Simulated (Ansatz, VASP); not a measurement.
## Two plane-wave programs on Sb

POSCAR

```
Sb
1.0
    0.0000000000      2.3542070539      2.3542070539
    2.3542070539      0.0000000000      2.3542070539
    2.3542070539      2.3542070539      0.0000000000
Sb
1
Direct
    0.0000000000      0.0000000000      0.0000000000
```

File INCAR.step1:

```
ALGO = Normal
EDIFF = 1E-4
ENCUT = 520
GGA = PE
ISMEAR = -1
LASPH = T
LCHARG = F
LREAL = F
LWAVE = T
NBANDS = 8
NELM = 80
PREC = Accurate
SIGMA = 0.1
```

File INCAR.step2:

```
ALGO = Normal
EDIFF = 1E-7
ENCUT = 520
ISIF = 2
ISMEAR = -1
ISTART = 1
LASPH = T
LCHARG = F
LMIXTAU = T
LREAL = F
LWAVE = F
METAGGA = R2SCAN
NBANDS = 8
NELM = 80
PREC = Accurate
SIGMA = 0.1
```

Contents of KPOINTS:

```
k-points
0
Gamma
  13 13 13
```

Input for Ansatz:

```yaml
crystal:
  lattice:
    - [0.0, 2.3542070539, 2.3542070539]
    - [2.3542070539, 0.0, 2.3542070539]
    - [2.3542070539, 2.3542070539, 0.0]
  atoms:
    - { symbol: Sb, position: [0.0, 0.0, 0.0] }
hamiltonian:
  xc: r2scan
  pseudopotentials:
    kind: paw
    azcp:
      Sb: "pseudopotentials/Sb.paw.azcp"
basis:
  ecutwfc: 500
  fft_grid_basis: typed
kpoints:
  mp_grid: { grid: [13, 13, 13], shift: [0, 0, 0] }
magnetization:
  spin_polarized: false
scf:
  occupations: { method: fermi_dirac, width: 0.1 }
  lower_state_search: "off"
output:
  stress: true
```

Alike in both runs: task single point; functional r2SCAN; k mesh 13 × 13 × 13; occupations fermi-dirac, width 0.1 eV; no spin polarisation.

|  | VASP | Ansatz |
| --- | --- | --- |
| version | VASP 6.6.1 | Ansatz 0.2.0 |
| potentials or method | VASP PAW PBE potentials, release 64 (Sb), cutoff 520 eV | plane waves (500 eV) with PAW, scalar-relativistic |
| valence electrons in the cell | 5 | 15 |

|  | VASP | Ansatz | Ansatz less VASP |
| --- | --- | --- | --- |
| pressure (GPa) | 2.6 | 2.7 | +0.12 |

VASP's potentials were made for PBE, not for r2SCAN. The functional is the same, so the differences come from potentials, cutoffs and numerics. VASP's potentials hold 5 valence electrons a cell and Ansatz's 15, so a difference there can come from the potentials and not from the codes.

Neither program's run includes spin-orbit coupling.
